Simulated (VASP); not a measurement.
Set up this calculation in VASP 6.6.1, as the native input.

- Task: single point
- Functional: SVWN5
- Potentials or basis: VASP PAW PBE potentials, release 64 (Cd, Se)
- Cutoff: 520 eV
- k mesh: 8 × 8 × 8
- Occupations: fermi-dirac, width 0.05 eV
- Spin: no spin polarisation
- Dipole correction: no
- Further INCAR settings: ALGO = Normal; EDIFF = 1e-06; NBANDS = 16

The structure of CdSe lies in POSCAR:

```
CdSe
1.0
    0.0000000000      3.0032580096      3.0032580096
    3.0032580096      0.0000000000      3.0032580096
    3.0032580096      3.0032580096      0.0000000000
Cd Se
1 1
Direct
    0.0000000000      0.0000000000      0.0000000000
    0.2500000000      0.2500000000      0.2500000000
```

The input as run:

INCAR

```
SYSTEM = CdSe
PREC = Accurate
ENCUT = 520
EDIFF = 1E-6
ISMEAR = -1
SIGMA = 0.05
LREAL = .FALSE.
LASPH = .TRUE.
NELM = 60
ALGO = Normal
ISIF = 2
LWAVE = .FALSE.
LCHARG = .TRUE.
GGA = VW
LELF = .TRUE.
LVHAR = .TRUE.
NBANDS = 16
```

KPOINTS

```
regular mesh
0
G
  8 8 8
  0 0 0
```

Potentials or basis: VASP PAW PBE potentials, release 64 (Cd, Se).

Launch:

```bash
$ cat potpaw_PBE.64/Cd/POTCAR potpaw_PBE.64/Se/POTCAR > POTCAR
$ mpirun -np 1 vasp_std > vasp.out
```

Results of the run:

The pressure is 0.4 GPa. The band gap on the k mesh is 0.41 eV, direct.

Caveat: the PAW data sets were made with another functional, which shifts forces and pressure a little.

It took 37 s on 1 thread of AMD EPYC 7R13, on a shared host, peak memory 0.14 GiB.
